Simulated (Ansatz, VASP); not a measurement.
## Al7RhN8: VASP beside Ansatz

INCAR

```
SYSTEM = Al7RhN8
  PREC = Accurate
  ENCUT = 520
  EDIFF = 1E-6
  ISMEAR = 0
  SIGMA = 0.05
  LREAL = Auto
  LASPH = .True.
  NELM = 150
  ALGO = Normal
  ISIF = 2
  LWAVE = .False.
  LCHARG = .False.
  ISPIN = 2
  MAGMOM = -0.31 0 0 0 0 0 0 0 0 0 0 0 -0.04 -0.04 -0.04 0
  LORBIT = 11
  LMAXMIX = 4
  GGA = PS
  NBANDS = 56
```

KPOINTS

```
Automatic mesh
0
Gamma
  3 3 4
  0 0 0
```

POSCAR

```
Al7RhN8
1.0
    6.2200009000      0.0000000000      0.0000000000
   -3.1100004000      5.3866788000      0.0000000000
    0.0000000000      0.0000000000      4.9800000000
Rh Al N
1 7 8
Direct
    0.3332115613      0.1672873167      0.9670025164
    0.3371524352      0.6691299461      0.0064966929
    0.8310097354      0.1628412527      0.0067394622
    0.8312705180      0.6690789620      0.0063765683
    0.1638091504      0.3364534779      0.4978083476
    0.1639564111      0.8287378261      0.4974977478
    0.6717424666      0.3364334148      0.4976738655
    0.6665031960      0.8336231416      0.5028267348
    0.3332061996      0.1673614626      0.4090220889
    0.3358177260      0.6684647710      0.3817808908
    0.8317487646      0.1643737163      0.3819538471
    0.8319002051      0.6684144230      0.3817133424
    0.1519113100      0.3481628199      0.8755005379
    0.1521889848      0.8049622370      0.8750210269
    0.6952935430      0.3479837801      0.8753603230
    0.6664697336      0.8336573798      0.8821300011
```

Input for Ansatz:

```yaml
crystal:
  lattice:
    - [6.2200009, 0.0, 0.0]
    - [-3.1100004, 5.3866788, 0.0]
    - [0.0, 0.0, 4.98]
  atoms:
    - { symbol: Rh, position: [0.3332115613, 0.1672873167, 0.9670025164], spin: 2.0 }
    - { symbol: Al, position: [0.3371524352, 0.6691299461, 0.0064966929] }
    - { symbol: Al, position: [0.8310097354, 0.1628412527, 0.0067394622] }
    - { symbol: Al, position: [0.831270518, 0.669078962, 0.0063765683] }
    - { symbol: Al, position: [0.1638091504, 0.3364534779, 0.4978083476] }
    - { symbol: Al, position: [0.1639564111, 0.8287378261, 0.4974977478] }
    - { symbol: Al, position: [0.6717424666, 0.3364334148, 0.4976738655] }
    - { symbol: Al, position: [0.666503196, 0.8336231416, 0.5028267348] }
    - { symbol: "N", position: [0.3332061996, 0.1673614626, 0.4090220889] }
    - { symbol: "N", position: [0.335817726, 0.668464771, 0.3817808908] }
    - { symbol: "N", position: [0.8317487646, 0.1643737163, 0.3819538471] }
    - { symbol: "N", position: [0.8319002051, 0.668414423, 0.3817133424] }
    - { symbol: "N", position: [0.15191131, 0.3481628199, 0.8755005379] }
    - { symbol: "N", position: [0.1521889848, 0.804962237, 0.8750210269] }
    - { symbol: "N", position: [0.695293543, 0.3479837801, 0.875360323] }
    - { symbol: "N", position: [0.6664697336, 0.8336573798, 0.8821300011] }
basis:
  ecutwfc: 420
  ecutrho_ratio: 4
kpoints:
  mp_grid: { grid: [3, 3, 4] }
hamiltonian:
  xc: pbesol
  hubbard:
    sites:
      - { site: 0, l: d, u_eff: 0.0, starting_ns: [{ spin: up, occupation_matrix: s0up }, { spin: down, occupation_matrix: s0down }] }
    occupation_matrices:
      s0up:
        matrix:
          - [0.97, 0.0, 0.0, 0.0, 0.0]
          - [0.0, 0.97, 0.0, 0.0, 0.0]
          - [0.0, 0.0, 0.97, 0.0, 0.0]
          - [0.0, 0.0, 0.0, 0.97, 0.0]
          - [0.0, 0.0, 0.0, 0.0, 0.02]
      s0down:
        matrix:
          - [0.02, 0.0, 0.0, 0.0, 0.0]
          - [0.0, 0.02, 0.0, 0.0, 0.0]
          - [0.0, 0.0, 0.97, 0.0, 0.0]
          - [0.0, 0.0, 0.0, 0.02, 0.0]
          - [0.0, 0.0, 0.0, 0.0, 0.97]
    ns_hold: { iters: 12 }
scf:
  occupations: { method: gaussian, width: 0.05 }
  lower_state_search: "off"
  max_iter: 150
output:
  forces: true
  stress: true
  eigenvalues: true
  populations: true
  hubbard: { sites: [{ site: 0, l: d }] }
magnetization:
  spin_polarized: true
```

Alike in both runs: task single point; functional PBEsol; k mesh 3 × 3 × 4; occupations gaussian, width 0.05 eV; collinear spin.

|  | VASP | Ansatz |
| --- | --- | --- |
| version | VASP 6.6.1 | Ansatz 0.2.0 |
| potentials or method | VASP PAW PBE potentials, release 64 (Rh_pv, Al, N), cutoff 520 eV | scalar-relativistic, plane waves, PAW |
| valence electrons in the cell | 76 | 78 |

|  | VASP | Ansatz | Ansatz less VASP |
| --- | --- | --- | --- |
| gap on the k mesh at the Fermi level (eV) | none | none | - |
| pressure (GPa) | 6.3 | 6.3 | 0.00 |
| traceless stress, the component that is largest in VASP (GPa) | -2.46 | -2.47 | -0.005 |
| rms of the force components (eV/Å) | 0.037 | 0.037 | -0.0003 |
| net moment per atom (μB) | 0.04 | 0.04 | 0.000 |
| size of the moment on the site where the two differ most (μB) | 0.36 | 0.28 | -0.077 |

VASP's potentials were made for PBE, not for PBEsol. Site moments also hang on the region over which each program counts them. Atom by atom the forces differ by 0.002 eV/Å (rms over components). A gap of «none» marks a metal or a gap that the smearing closes. The functional is the same, so the differences come from potentials, cutoffs and numerics. VASP's potentials hold 76 valence electrons a cell and Ansatz's 78, so a difference there can come from the potentials and not from the codes. Ansatz's warnings: specified occupation not kept.

The k mesh is coarse, so the values compare programs but aren't converged.
